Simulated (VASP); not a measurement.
Write the native input for VASP 6.6.1 that does the following.

| Quantity | Value |
| --- | --- |
| Task | single point |
| Functional | revPBE |
| Potentials or basis | VASP PAW PBE potentials, release 64 (Ta_pv, C) |
| Cutoff | 600 eV |
| k mesh | 10 × 10 × 10 |
| Occupations | gaussian, width 0.05 eV |
| Spin | no spin polarisation |
| Dipole correction | no |
| Further INCAR settings | ALGO = Normal; EDIFF = 1e-06; NBANDS = 14 |

The structure of TaC lies in POSCAR:

```
TaC
1.0
    0.0000000000      2.2142149775      2.2142149775
    2.2142149775      0.0000000000      2.2142149775
    2.2142149775      2.2142149775      0.0000000000
Ta C
1 1
Direct
    0.0000000000      0.0000000000      0.0000000000
    0.5000000000      0.5000000000      0.5000000000
```

The input as run:

INCAR

```
SYSTEM = TaC
ALGO = Normal
EDIFF = 1E-6
ENCUT = 600
GGA = RE
GGA_COMPAT = .FALSE.
ISIF = 2
ISMEAR = 0
LASPH = .TRUE.
LCHARG = .TRUE.
LELF = .TRUE.
LREAL = .FALSE.
LVHAR = .TRUE.
LWAVE = .FALSE.
NBANDS = 14
NELM = 120
PREC = Accurate
SIGMA = 0.05
```

KPOINTS

```
k-points
0
G
  10 10 10
  0 0 0
```

Potentials or basis: VASP PAW PBE potentials, release 64 (Ta_pv, C).

The run is started by

```sh
$ cat potpaw_PBE.64/Ta_pv/POTCAR potpaw_PBE.64/C/POTCAR > POTCAR
$ mpirun -np 1 vasp_std > vasp.out
```

It gave:

```json
{"Pressure": "14.7 GPa", "Band gap on the k mesh": "zero (an odd number of electrons rules out a gap without spin polarisation)"}
```

Caveat: the cell stands under pressure; the PAW data sets were made with another functional, which shifts forces and pressure a little; spin-orbit coupling is left out, which moves the levels of the heavy elements.

Run time: 34 s on 1 thread of Intel Xeon 8259CL (shared host), peak memory 0.17 GiB.
